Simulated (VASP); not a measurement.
# Sn (Fd-3m) in VASP: further runs

Runs on Sn. Level: PBEsol. Tasks: single point.

Everything below comes from runs of VASP 6.6.1. Logs are shortened: lines on timing, memory, paths and dates and some standing lists are left out, and cuts for length are marked.

## 1. The cell of the first run

It takes space group Fd-3m (No. 227, cubic). Conventional cell: a = 6.289 Å, b = 6.289 Å, c = 6.289 Å, α = 90.00°, β = 90.00°, γ = 90.00°. Within 3.6 Å of Sn (site symmetry -43m) lie 4 Sn at 2.72 Å.

## 2. Single point, PBEsol

File INCAR:

```
SYSTEM = Sn
PREC = Accurate
ENCUT = 520
EDIFF = 1E-7
ISMEAR = 1
SIGMA = 0.1
LREAL = .False.
LASPH = .True.
NELM = 100
ALGO = Normal
ISIF = 2
LWAVE = .False.
LCHARG = .False.
GGA = PS
NBANDS = 21
```

File KPOINTS:

```
Automatic mesh
0
Gamma
  8 8 8
  0 0 0
```

File POSCAR:

```
Sn
1.0
    0.0000000000      3.1447132731      3.1447132731
    3.1447132731      0.0000000000      3.1447132731
    3.1447132731      3.1447132731      0.0000000000
Sn
2
Direct
    0.0000000000      0.0000000000      0.0000000000
    0.2500000000      0.2500000000      0.2500000000
```

Potentials or basis: VASP PAW PBE potentials, release 64 (Sn_d).

Command:

```
> cat potpaw_PBE.64/Sn_d/POTCAR > POTCAR
> mpirun -np 1 vasp_std > vasp.out
```

OUTCAR:

```text
SYSTEM = Sn
   PREC = Accurate
   ENCUT = 520
   EDIFF = 1E-7
   ISMEAR = 1
   LREAL = .False.
   LASPH = .True.
   NELM = 100
   ISIF = 2
   GGA = PS

 ion  position               nearest neighbor table
   1  0.000  0.000  0.000-   2 2.72   2 2.72   2 2.72   2 2.72
   2  0.250  0.250  0.250-   1 2.72   1 2.72   1 2.72   1 2.72

  LATTYP: Found a face centered cubic cell.
 ALAT       =     6.2894265462

  Lattice vectors:

 A1 = (   0.0000000000,   3.1447132731,   3.1447132731)
 A2 = (   3.1447132731,   0.0000000000,   3.1447132731)
 A3 = (   3.1447132731,   3.1447132731,   0.0000000000)

Analysis of symmetry for initial positions (statically):
=====================================================================
 Subroutine PRICEL returns:
 Original cell was already a primitive cell.

 Routine SETGRP: Setting up the symmetry group for a
 face centered cubic supercell.

 Subroutine GETGRP returns: Found 48 space group operations
 (whereof 24 operations were pure point group operations)
 out of a pool of 48 trial point group operations.

The static configuration has the point symmetry T_d .
 The point group associated with its full space group is O_h .

Analysis of symmetry for dynamics (positions and initial velocities):
=====================================================================
 Subroutine PRICEL returns:
 Original cell was already a primitive cell.

 Routine SETGRP: Setting up the symmetry group for a
 face centered cubic supercell.

 Subroutine GETGRP returns: Found 48 space group operations
 (whereof 24 operations were pure point group operations)
 out of a pool of 48 trial point group operations.

The dynamic configuration has the point symmetry T_d .
 The point group associated with its full space group is O_h .

 Subroutine INISYM returns: Found 48 space group operations
 (whereof 24 operations are pure point group operations),
 and found     1 'primitive' translations

----------------------------------------------------------------------------------------

                                     Primitive cell

  volume of cell :      62.1975

  direct lattice vectors                    reciprocal lattice vectors
     0.000000000  3.144713273  3.144713273    -0.158997008  0.158997008  0.158997008
     3.144713273  0.000000000  3.144713273     0.158997008 -0.158997008  0.158997008
     3.144713273  3.144713273  0.000000000     0.158997008  0.158997008 -0.158997008

  length of vectors
     4.447296161  4.447296161  4.447296161     0.275390895  0.275390895  0.275390895

  position of ions in fractional coordinates (direct lattice)
     0.000000000  0.000000000  0.000000000
     0.250000000  0.250000000  0.250000000

  ion indices of the primitive-cell ions
   primitive index   ion index
                 1           1
                 2           2

----------------------------------------------------------------------------------------

 KPOINTS: Automatic mesh

Automatic generation of k-mesh.
 Grid dimensions read from file:
 generate k-points for:    8    8    8

 Generating k-lattice:

  Cartesian coordinates                     Fractional coordinates (reciprocal lattice)
    -0.019874626  0.019874626  0.019874626     0.125000000  0.000000000  0.000000000
     0.019874626 -0.019874626  0.019874626     0.000000000  0.125000000  0.000000000
     0.019874626  0.019874626 -0.019874626     0.000000000  0.000000000  0.125000000

  Length of vectors
     0.034423862  0.034423862  0.034423862

  Shift w.r.t. Gamma in fractional coordinates (k-lattice)
     0.000000000  0.000000000  0.000000000

 Subroutine IBZKPT returns following result:
 ===========================================

 Found     29 irreducible k-points:

 Following reciprocal coordinates:
            Coordinates               Weight
  0.000000  0.000000  0.000000      1.000000
  0.125000  0.000000  0.000000      8.000000
  0.250000  0.000000  0.000000      8.000000
  0.375000  0.000000  0.000000      8.000000
  0.500000  0.000000  0.000000      4.000000
  0.125000  0.125000  0.000000      6.000000
[... 16 lines left out ...]
  0.500000  0.250000  0.125000     48.000000
 -0.375000  0.250000  0.125000     24.000000
 [... further k-points ...]
   k-points           NKPTS =     29   k-points in BZ     NKDIM =     29   number of bands    NBANDS=     21
   number of dos      NEDOS =    301   number of ions     NIONS =      2
   total plane-waves  NPLWV =  46656
   dimension x,y,z NGX =    36 NGY =   36 NGZ =   36
   dimension x,y,z NGXF=    72 NGYF=   72 NGZF=   72
   ions per type =               2
   NGX,Y,Z   is equivalent  to a cutoff of  13.46, 13.46, 13.46 a.u.
   NGXF,Y,Z  is equivalent  to a cutoff of  26.91, 26.91, 26.91 a.u.
 SYSTEM =  Sn
   PREC   = accura    normal or accurate (medium, high low for compatibility)
   ISTART =      0    job   : 0-new  1-cont  2-samecut
   ICHARG =      2    charge: 1-file 2-atom 10-const
   ISPIN  =      1    spin polarized calculation?
   LNONCOLLINEAR =      F non collinear calculations
   LSORBIT =      F    spin-orbit coupling
   LASPH  =      T    aspherical Exc in radial PAW
   ENCUT  =  520.0 eV  38.22 Ry    6.18 a.u.   8.27  8.27  8.27*2*pi/ulx,y,z
   NELM   =    100;   NELMIN=  2; NELMDL= -5     # of ELM steps
   EDIFF  = 0.1E-06   stopping-criterion for ELM
   LREAL  =      F    real-space projection
   EDIFFG = 0.1E-05   stopping-criterion for IOM
   NSW    =      0    number of steps for IOM
   IBRION =     -1    ionic relax: 0-MD 1-quasi-New 2-CG
   NFREE  =      0    steps in history (QN), initial steepest desc. (CG)
   ISIF   =      2    stress and relaxation
   ISYM   =      2    0-nonsym 1-usesym 2-fastsym
   POTIM  = 0.5000    time-step for ionic-motion
   TEBEG  =    0.0;   TEEND  =   0.0 temperature during run
   PSTRESS=    0.0 pullay stress
   NELECT =      28.0000    total number of electrons
   NUPDOWN=      -1.0000    fix difference up-down
   EMIN   =  10.00;   EMAX   =-10.00  energy-range for DOS
   EFERMI =   0.00;   METHOD = LEGACY
   ISMEAR =     1;   SIGMA  =   0.10  broadening in eV -4-tet -1-fermi 0-gaus
   EFERMI_NEDOS =   21; number of points for ismear=-14 and -15
   IALGO  =     38    algorithm
   IMIX   =      4    mixing-type and parameters
     AMIX     =   0.40;   BMIX     =  1.00
     AMIX_MAG =   1.60;   BMIX_MAG =  1.00
  volume/ion in A,a.u.               =      31.10       209.86
  Fermi-wavevector in a.u.,A,eV,Ry     =   1.254690  2.371020 21.418933  1.574247
  Thomas-Fermi vector in A             =   2.388483
   LORBIT       =      0    0 simple, 1 ext, 2 COOP (PROOUT), +10 PAW based schemes
   GGA     = PS    functional components
   LHFCALC =     F    Hartree Fock is set to
   AEXX    =    0.0000 exact exchange contribution
   IVDW    =     0    specifies the selected vdW correction
   LEPSILON=     F    determine dielectric tensor
   LRPA    =     F    only Hartree local field effects (RPA)
 non-spin polarized calculation
 Methfessel and Paxton  Order N= 1 SIGMA  =   0.10
  energy-cutoff  :      520.00
  volume of cell :       62.20
 maximum number of plane-waves:      1700
 NGX is ok and might be reduce to    36
   NGX = 17   NGY = 17   NGZ = 17

 number of electron      27.9999996 magnetization

 Free energy of the ion-electron system (eV)
  ---------------------------------------------------
  ext. energy  EPLUGINS =         0.00000000
  ---------------------------------------------------
  free energy    TOTEN  =        -8.31778034 eV

  energy without entropy =       -8.31770314  energy(sigma->0) =       -8.31775460

 E-fermi :   6.6313     XC(G=0):  -9.4831

 val. band max:        6.6285427281   @ k =   0.0000   0.0000   0.0000
 cond. band min:       6.6765501102   @ k =   0.5000   0.0000   0.0000
 fundamental gap:      0.0480073821
 Fermi energy:         6.6313253911

 k-point     1 :       0.0000    0.0000    0.0000
  band No.  band energies     occupation
      1     -15.2779      2.00000
      2     -15.2779      2.00000
      3     -15.2779      2.00000
      4     -15.2033      2.00000
      5     -15.2033      2.00000
      6     -14.8047      2.00000
[... 13 lines left out ...]
     20      14.7464      0.00000
     21      14.7464      0.00000

 k-point     2 :       0.1250    0.0000    0.0000
  band No.  band energies     occupation
      1     -15.2922      2.00000
      2     -15.2922      2.00000
      3     -15.2733      2.00000
      4     -15.1830      2.00000
      5     -15.1830      2.00000
      6     -14.8286      2.00000
[... 13 lines left out ...]
     20      13.6746      0.00000
     21      13.6746      0.00000

 k-point     3 :       0.2500    0.0000    0.0000
  band No.  band energies     occupation
      1     -15.3111      2.00000
      2     -15.3111      2.00000
      3     -15.2620      2.00000
      4     -15.1510      2.00000
      5     -15.1510      2.00000
      6     -14.8555      2.00000
[... 13 lines left out ...]
     20      13.4703      0.00000
     21      13.4703      0.00000

 k-point     4 :       0.3750    0.0000    0.0000
  band No.  band energies     occupation
      1     -15.3212      2.00000
      2     -15.3212      2.00000
      3     -15.2504      2.00000
      4     -15.1306      2.00000
      5     -15.1306      2.00000
      6     -14.8700      2.00000
[... 13 lines left out ...]
     20      14.4064      0.00000
     21      14.4064      0.00000

 k-point     5 :       0.5000    0.0000    0.0000
  band No.  band energies     occupation
      1     -15.3239      2.00000
      2     -15.3239      2.00000
      3     -15.2454      2.00000
      4     -15.1248      2.00000
      5     -15.1248      2.00000
      6     -14.8734      2.00000
[... 13 lines left out ...]
     20      15.5688      0.00000
     21      15.5688      0.00000
[... 382 lines left out ...]
     20      16.4944      0.00000
     21      17.3302      0.00000

 k-point    22 :       0.3750    0.2500    0.1250
  band No.  band energies     occupation
      1     -15.3301      2.00000
      2     -15.3271      2.00000
      3     -15.2457      2.00000
      4     -15.1363      2.00000
      5     -15.0848      2.00000
      6     -14.9522      2.00000
[... 13 lines left out ...]
     20      14.7092      0.00000
     21      15.1696      0.00000

 k-point    23 :       0.5000    0.2500    0.1250
  band No.  band energies     occupation
      1     -15.3532      2.00000
      2     -15.3384      2.00000
      3     -15.2053      2.00000
      4     -15.1081      2.00000
      5     -15.0606      2.00000
      6     -14.9696      2.00000
[... 13 lines left out ...]
     20      14.5869      0.00000
     21      15.7758      0.00000

 k-point    24 :      -0.3750    0.2500    0.1250
  band No.  band energies     occupation
      1     -15.3629      2.00000
      2     -15.3412      2.00000
      3     -15.1867      2.00000
      4     -15.0874      2.00000
      5     -15.0630      2.00000
      6     -14.9613      2.00000
[... 13 lines left out ...]
     20      15.1526      0.00000
     21      15.9268      0.00000

 [... further k-points ...]
[... 5 lines left out ...]
  --------------------------------------------------------------------------------------
  -------------------------------------------------------------------------------------
  Total        2.4855143      2.4855143      2.4855143     -0.0000000     -0.0000000     -0.0000000
  in kB       64.0256060     64.0256060     64.0256060     -0.0000000     -0.0000000     -0.0000000
  external PRESSURE =      64.0256060 kB  Pullay stress =       0.0000000 kB

 VOLUME and BASIS-vectors are now :
 -----------------------------------------------------------------------------
  energy-cutoff  :      520.00
  volume of cell :       62.20
      direct lattice vectors                 reciprocal lattice vectors
     0.000000000  3.144713273  3.144713273    -0.158997008  0.158997008  0.158997008
     3.144713273  0.000000000  3.144713273     0.158997008 -0.158997008  0.158997008
     3.144713273  3.144713273  0.000000000     0.158997008  0.158997008 -0.158997008

 POSITION                                       TOTAL-FORCE (eV/Angst)
 -----------------------------------------------------------------------------------
      0.00000      0.00000      0.00000        -0.000000     -0.000000     -0.000000
      1.57236      1.57236      1.57236         0.000000      0.000000      0.000000
 -----------------------------------------------------------------------------------
    total drift:                                0.000000      0.000000      0.000000

  FREE ENERGIE OF THE ION-ELECTRON SYSTEM (eV)
  ---------------------------------------------------
  free  energy   TOTEN  =        -8.3177803382 eV

  energy  without entropy=       -8.3177031367  energy(sigma->0) =       -8.31775460
```

Wall time 26 s (1 thread of Intel Xeon 6975P-C, shared host); peak memory 0.21 GiB.

Results:

* Free energy: -8.3178 eV
* Pressure: 6.4 GPa
* Band gap on the k mesh: zero (filled and empty bands touch)

Levels at points of the mesh, in eV from the Fermi level:
```
           k point  band 10  band 11  band 12  band 13  band 14  band 15  band 16  band 17  band 18  band 19
(0.00, 0.00, 0.00)   -21.41   -11.39    -0.11     0.00     0.00     0.00     2.06     2.06     2.06     4.82
(0.50, 0.00, 0.00)   -21.36    -9.56    -6.81    -1.36    -1.36     0.05     3.15     3.15     5.34     8.74
(0.50, 0.50, 0.00)   -21.33    -7.97    -7.97    -2.89    -2.89     0.54     0.54     8.23     8.23     9.86
```

Caveat: the PAW data sets were made with another functional, which shifts forces and pressure a little; spin-orbit coupling is left out, which moves the levels of the heavy elements.

(Continued in part 2 of 2.)
